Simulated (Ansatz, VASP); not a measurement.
# Two plane-wave programs on SiC

File INCAR:

```
PREC = Accurate
ENCUT = 520
EDIFF = 1E-7
ISMEAR = 0
SIGMA = 0.05
LREAL = F
LASPH = T
NELM = 100
ALGO = Normal
ISIF = 2
LWAVE = F
LCHARG = F
GGA = PE
NBANDS = 16
```

The input KPOINTS:

```
Automatic mesh
0
Gamma
  15 15 10
```

POSCAR

```
SiC
1.0
    3.0919366045      0.0000000000      0.0000000000
   -1.5459683023      2.6776956464      0.0000000000
    0.0000000000      0.0000000000      5.0743114968
Si C
2 2
Direct
    0.3333333333      0.6666666667      0.0045824632
    0.6666666667      0.3333333333      0.5045824632
    0.3333333333      0.6666666667      0.3804175368
    0.6666666667      0.3333333333      0.8804175368
```

Input for Ansatz:

```yaml
crystal:
  lattice:
    - [3.091936604507, 2.886742112412e-11, 0.0]
    - [-1.545968302278, 2.67769564638, 0.0]
    - [0.0, 0.0, 5.0743114968]
  atoms:
    - { symbol: Si, position: [0.3333333333333, 0.6666666666667, 0.0045824632] }
    - { symbol: Si, position: [0.6666666666667, 0.3333333333333, 0.5045824632] }
    - { symbol: C, position: [0.3333333333333, 0.6666666666667, 0.3804175368] }
    - { symbol: C, position: [0.6666666666667, 0.3333333333333, 0.8804175368] }
basis:
  ecutwfc: 420
  ecutrho_ratio: 4
kpoints:
  mp_grid: { grid: [15, 15, 10] }
hamiltonian:
  xc: pbe
scf:
  occupations: { method: gaussian, width: 0.05 }
output:
  forces: true
  stress: true
```

Alike in both runs: task single point; functional PBE; k mesh 15 × 15 × 10; occupations gaussian, width 0.05 eV; no spin polarisation.

```csv
,VASP,Ansatz
version,VASP 6.6.1,Ansatz 0.2.0
potentials or method,"VASP PAW PBE potentials, release 64 (Si, C), cutoff 520 eV","scalar-relativistic, plane waves, PAW"
valence electrons in the cell,16,16
```

```csv
,VASP,Ansatz,Ansatz less VASP
pressure (GPa),0.0,0.0,+0.05
```
